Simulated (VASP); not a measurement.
# Be2CdS2 (C2/m) in VASP: relaxation of cell and atoms with PBE

Aim: the relaxation of cell and atoms of Be2CdS2 with PBE.

All numbers are computed with VASP 6.6.1; they aren't measurements. Logs are shortened: lines on timing, memory, paths and dates and some standing lists are left out, and cuts for length are marked.

### Step 1. The cell of the first run

Symmetry: C2/m, No. 12, monoclinic system. Conventional cell: a = 5.953 Å, b = 3.432 Å, c = 10.352 Å, α = 90.00°, β = 97.32°, γ = 90.00°. Be (site symmetry m) has 4 S at 2.08 to 2.20 Å and 3 Be at 2.54 Å within 2.8 Å. Cd (site symmetry 2/m) has 6 Cd at 3.43 to 3.44 Å and 6 S at 4.11 to 4.57 Å and 2 Be at 4.54 Å within 4.6 Å. Within 2.8 Å of S (site symmetry m) lie 4 Be at 2.08 to 2.20 Å.

The cell was generated, and may not be a known phase.

### Step 2. Relaxation of cell and atoms, PBE

Contents of INCAR:

```
  PREC = Accurate
  ENCUT = 600
  EDIFF = 1E-6
  ISMEAR = 0
  SIGMA = 0.1
  LREAL = F
  LASPH = T
  NELM = 100
  ALGO = Normal
  ISIF = 3
  LWAVE = F
  LCHARG = F
  GGA = PE
  IBRION = 2
  NSW = 100
  EDIFFG = -0.01
```

Contents of KPOINTS:

```
regular mesh
0
Gamma
  12 12 4
```

Contents of POSCAR:

```
Be2CdS2
1.0
    2.9764535329     -1.7160526361      0.0000000000
    2.9764535329      1.7160526361      0.0000000000
   -1.3190595240      0.0000000000     10.2679324735
Be Cd S
2 1 2
Direct
    0.1836168328      0.1836168328      0.5770961158
    0.8163831672      0.8163831672      0.4229038842
    0.5000000000      0.5000000000      0.0000000000
    0.1361744654      0.1361744654      0.3625859583
    0.8638255346      0.8638255346      0.6374140417
```

Potentials or basis: VASP PAW PBE potentials, release 64 (Be, Cd, S).

Run with:

```sh
cat potpaw_PBE.64/Be/POTCAR potpaw_PBE.64/Cd/POTCAR potpaw_PBE.64/S/POTCAR > POTCAR
mpirun -np 1 vasp_std > vasp.out
```

OUTCAR:

```text
PREC = Accurate
   ENCUT = 600
   EDIFF = 1E-6
   ISMEAR = 0
   LREAL = F
   LASPH = T
   NELM = 100
   ISIF = 3
   GGA = PE
   IBRION = 2
   NSW = 100
   EDIFFG = -0.01

 ion  position               nearest neighbor table
   1  0.184  0.184  0.577-   5 2.08   5 2.08   5 2.08   4 2.20
   2  0.816  0.816  0.423-   4 2.08   4 2.08   4 2.08   5 2.20
   3  0.500  0.500  0.000-
   4  0.136  0.136  0.363-   2 2.08   2 2.08   2 2.08   1 2.20
   5  0.864  0.864  0.637-   1 2.08   1 2.08   1 2.08   2 2.20

  LATTYP: Found a base centered monoclinic cell.
 ALAT       =     5.9529070658
 B/A-ratio  =     0.5765427268
 C/A-ratio  =     1.7390346394
 COS(beta)  =    -0.1274169071

  Lattice vectors:

 A1 = (   2.9764535329,  -1.7160526361,   0.0000000000)
 A2 = (   2.9764535329,   1.7160526361,   0.0000000000)
 A3 = (  -1.3190595240,   0.0000000000,  10.2679324735)

Analysis of symmetry for initial positions (statically):
=====================================================================
 Subroutine PRICEL returns:
 Original cell was already a primitive cell.

 Routine SETGRP: Setting up the symmetry group for a
 base centered monoclinic supercell.

 Subroutine GETGRP returns: Found  4 space group operations
 (whereof  4 operations were pure point group operations)
 out of a pool of  4 trial point group operations.

The static configuration has the point symmetry C_2h.

Analysis of symmetry for dynamics (positions and initial velocities):
=====================================================================
 Subroutine PRICEL returns:
 Original cell was already a primitive cell.

 Routine SETGRP: Setting up the symmetry group for a
 base centered monoclinic supercell.

 Subroutine GETGRP returns: Found  4 space group operations
 (whereof  4 operations were pure point group operations)
 out of a pool of  4 trial point group operations.

The dynamic configuration has the point symmetry C_2h.

 Subroutine INISYM returns: Found  4 space group operations
 (whereof  4 operations are pure point group operations),
 and found     1 'primitive' translations

----------------------------------------------------------------------------------------

                                     Primitive cell

  volume of cell :     104.8921

  direct lattice vectors                    reciprocal lattice vectors
     2.976453533 -1.716052636  0.000000000     0.167985152 -0.291366354  0.021580042
     2.976453533  1.716052636  0.000000000     0.167985152  0.291366354  0.021580042
    -1.319059524  0.000000000 10.267932474     0.000000000  0.000000000  0.097390590

  length of vectors
     3.435711321  3.435711321 10.352311593     0.337014928  0.337014928  0.097390590

  position of ions in fractional coordinates (direct lattice)
     0.183616833  0.183616833  0.577096116
     0.816383167  0.816383167  0.422903884
     0.500000000  0.500000000  0.000000000
     0.136174465  0.136174465  0.362585958
     0.863825535  0.863825535  0.637414042

  ion indices of the primitive-cell ions
   primitive index   ion index
                 1           1
                 2           2
                 3           3
                 4           4
                 5           5

----------------------------------------------------------------------------------------

 KPOINTS: regular mesh

Automatic generation of k-mesh.
 Grid dimensions read from file:
 generate k-points for:   12   12    4

 Generating k-lattice:

  Cartesian coordinates                     Fractional coordinates (reciprocal lattice)
     0.013998763 -0.024280530  0.001798337     0.083333333  0.000000000  0.000000000
     0.013998763  0.024280530  0.001798337     0.000000000  0.083333333  0.000000000
     0.000000000  0.000000000  0.024347647     0.000000000  0.000000000  0.250000000

  Length of vectors
     0.028084577  0.028084577  0.024347647

  Shift w.r.t. Gamma in fractional coordinates (k-lattice)
     0.000000000  0.000000000  0.000000000

 Subroutine IBZKPT returns following result:
 ===========================================

 Found    164 irreducible k-points:

 Following reciprocal coordinates:
            Coordinates               Weight
  0.000000  0.000000  0.000000      1.000000
  0.083333 -0.000000  0.000000      4.000000
  0.166667  0.000000  0.000000      4.000000
  0.250000  0.000000  0.000000      4.000000
  0.333333  0.000000  0.000000      4.000000
  0.416667 -0.000000  0.000000      4.000000
[... 16 lines left out ...]
  0.500000  0.166667 -0.000000      4.000000
 -0.416667  0.166667 -0.000000      4.000000
 [... further k-points ...]
   k-points           NKPTS =    164   k-points in BZ     NKDIM =    164   number of bands    NBANDS=     18
   number of dos      NEDOS =    301   number of ions     NIONS =      5
   total plane-waves  NPLWV =  65856
   dimension x,y,z NGX =    28 NGY =   28 NGZ =   84
   dimension x,y,z NGXF=    56 NGYF=   56 NGZF=  168
   ions per type =               2   1   2
   NGX,Y,Z   is equivalent  to a cutoff of  13.55, 13.55, 13.49 a.u.
   NGXF,Y,Z  is equivalent  to a cutoff of  27.10, 27.10, 26.98 a.u.
 SYSTEM =  unknown system
   PREC   = accura    normal or accurate (medium, high low for compatibility)
   ISTART =      0    job   : 0-new  1-cont  2-samecut
   ICHARG =      2    charge: 1-file 2-atom 10-const
   ISPIN  =      1    spin polarized calculation?
   LNONCOLLINEAR =      F non collinear calculations
   LSORBIT =      F    spin-orbit coupling
   LASPH  =      T    aspherical Exc in radial PAW
   ENCUT  =  600.0 eV  44.10 Ry    6.64 a.u.   6.86  6.86 20.68*2*pi/ulx,y,z
   NELM   =    100;   NELMIN=  2; NELMDL= -5     # of ELM steps
   EDIFF  = 0.1E-05   stopping-criterion for ELM
   LREAL  =      F    real-space projection
   EDIFFG = -.1E-01   stopping-criterion for IOM
   NSW    =    100    number of steps for IOM
   IBRION =      2    ionic relax: 0-MD 1-quasi-New 2-CG
   NFREE  =      1    steps in history (QN), initial steepest desc. (CG)
   ISIF   =      3    stress and relaxation
   ISYM   =      2    0-nonsym 1-usesym 2-fastsym
   POTIM  = 0.5000    time-step for ionic-motion
   TEBEG  =    0.0;   TEEND  =   0.0 temperature during run
   PSTRESS=    0.0 pullay stress
   NELECT =      28.0000    total number of electrons
   NUPDOWN=      -1.0000    fix difference up-down
   EMIN   =  10.00;   EMAX   =-10.00  energy-range for DOS
   EFERMI =   0.00;   METHOD = LEGACY
   ISMEAR =     0;   SIGMA  =   0.10  broadening in eV -4-tet -1-fermi 0-gaus
   EFERMI_NEDOS =   21; number of points for ismear=-14 and -15
   IALGO  =     38    algorithm
   IMIX   =      4    mixing-type and parameters
     AMIX     =   0.40;   BMIX     =  1.00
     AMIX_MAG =   1.60;   BMIX_MAG =  1.00
  volume/ion in A,a.u.               =      20.98       141.57
  Fermi-wavevector in a.u.,A,eV,Ry     =   1.054095  1.991952 15.117667  1.111117
  Thomas-Fermi vector in A             =   2.189242
   LORBIT       =      0    0 simple, 1 ext, 2 COOP (PROOUT), +10 PAW based schemes
   GGA     = PE    functional components
   LHFCALC =     F    Hartree Fock is set to
   AEXX    =    0.0000 exact exchange contribution
   IVDW    =     0    specifies the selected vdW correction
   LEPSILON=     F    determine dielectric tensor
   LRPA    =     F    only Hartree local field effects (RPA)
 conjugate gradient relaxation of ions
 non-spin polarized calculation
 Gauss-broadening in eV      SIGMA  =   0.10
  energy-cutoff  :      600.00
  volume of cell :      104.89
 maximum number of plane-waves:      3528
   NGX = 13   NGY = 13   NGZ = 41

--------------------------------------- Ionic step        1  -------------------------------------------

 number of electron      28.0000005 magnetization

 Free energy of the ion-electron system (eV)
  ---------------------------------------------------
  ext. energy  EPLUGINS =         0.00000000
  ---------------------------------------------------
  free energy    TOTEN  =       -19.95525857 eV

  energy without entropy =      -19.95431949  energy(sigma->0) =      -19.95478903

------------------------ aborting loop because EDIFF is reached ----------------------------------------

  FORCE on cell =-STRESS in cart. coord.  units (eV):
  Direction    XX          YY          ZZ          XY          YZ          ZX
  --------------------------------------------------------------------------------------
  -------------------------------------------------------------------------------------
  Total        0.3600634      0.4341545      0.0238894      0.0000000      0.0000000      0.0111228
  in kB        5.4998002      6.6315057      0.3648998      0.0000000      0.0000000      0.1698961
  external PRESSURE =       4.1654019 kB  Pullay stress =       0.0000000 kB
[... 102 lines left out ...]
  energy  without entropy=      -19.9557944970  energy(sigma->0) =      -19.95629544

--------------------------------------- Ionic step        4  -------------------------------------------

 number of electron      28.0000004 magnetization

 Free energy of the ion-electron system (eV)
  ---------------------------------------------------
  ext. energy  EPLUGINS =         0.00000000
  ---------------------------------------------------
  free energy    TOTEN  =       -19.95693131 eV

  energy without entropy =      -19.95591803  energy(sigma->0) =      -19.95642467

 E-fermi :   3.4738     XC(G=0):  -8.5249

 val. band max:        3.4681270630   @ k =   0.5000   0.0000   0.2500
 cond. band min:       3.4847711552   @ k =   0.5000   0.0000   0.0000
 fundamental gap:      0.0166440923
 Fermi energy:         3.4738112743

 k-point     1 :       0.0000    0.0000    0.0000
  band No.  band energies     occupation
      1     -12.9404      2.00000
      2     -11.7050      2.00000
      3      -5.1347      2.00000
      4      -4.9399      2.00000
      5      -4.9387      2.00000
      6      -4.7523      2.00000
[... 10 lines left out ...]
     17       6.3744      0.00000
     18       6.3877      0.00000
[... 466 lines left out ...]
      2     -11.0407      2.00000
      3      -5.0605      2.00000
      4      -4.9993      2.00000
      5      -4.8514      2.00000
      6      -4.7959      2.00000
[... 10 lines left out ...]
     17       6.5292      0.00000
     18       6.8203      0.00000

 [... further k-points ...]

------------------------ aborting loop because EDIFF is reached ----------------------------------------

  FORCE on cell =-STRESS in cart. coord.  units (eV):
  Direction    XX          YY          ZZ          XY          YZ          ZX
  --------------------------------------------------------------------------------------
  -------------------------------------------------------------------------------------
  Total       -0.0035540      0.0112405     -0.0143010      0.0000000      0.0000000      0.0021635
  in kB       -0.0538806      0.1704113     -0.2168087      0.0000000      0.0000000      0.0328001
  external PRESSURE =      -0.0334260 kB  Pullay stress =       0.0000000 kB
[... 20 lines left out ...]
  FREE ENERGIE OF THE ION-ELECTRON SYSTEM (eV)
  ---------------------------------------------------
  free  energy   TOTEN  =       -19.9569313135 eV

  energy  without entropy=      -19.9559180270  energy(sigma->0) =      -19.95642467

 reached required accuracy - stopping structural energy minimisation
```

Run time: 7.1 min. Hardware: 1 thread of Intel Xeon 6975P-C (Granite Rapids), shared host; peak memory 0.56 GiB.

What came out:

```yaml
Free_energy: -19.9569 eV
Relaxed_volume: 21.14 Å³/atom
Relaxed_cell: a = 3.449 Å, b = 3.449 Å, c = 10.345 Å, α = 96.35°, β = 96.35°, γ = 59.98°
Space_group_after_relaxing_to_0.1_Å: C2/m (No. 12)
Energy_gained_by_relaxing: 0.3 meV/atom
Ionic_steps: 4
Pressure_after_relaxing: 0.0 GPa
Largest_force_after_relaxing: 0.006 eV/Å
Band_gap_on_the_k_mesh: zero (bands 14 and 15 overlap by 0.37 eV)
```

Forces on the atoms (eV/Å):
```
Be   0.003  0.000  0.001
Be  -0.003  0.000 -0.001
Cd   0.000  0.000  0.000
S    0.002  0.000  0.005
S   -0.002  0.000 -0.005
```

The path:
```
step  energy change (eV)  largest force (eV/Å)  pressure (GPa)  volume (Å³)
   1              0.0000                0.0229            0.42       104.89
   2             -0.0015                0.0360           -0.05       105.72
   3             -0.0015                0.0349           -0.05       105.71
   4             -0.0017                0.0056            0.00       105.68
```

Final structure:
```
CELL_PARAMETERS angstrom
2.98728 -1.72400 0.00037
2.98728 1.72400 0.00037
-1.32259 0.00000 10.26003
ATOMIC_POSITIONS crystal
Be 0.18364 0.18364 0.57696
Be 0.81636 0.81636 0.42304
Cd 0.50000 0.50000 0.00000
S 0.13619 0.13619 0.36264
S 0.86381 0.86381 0.63736
```

Caveat: semilocal functionals underestimate gaps, and a narrow one can read as zero.
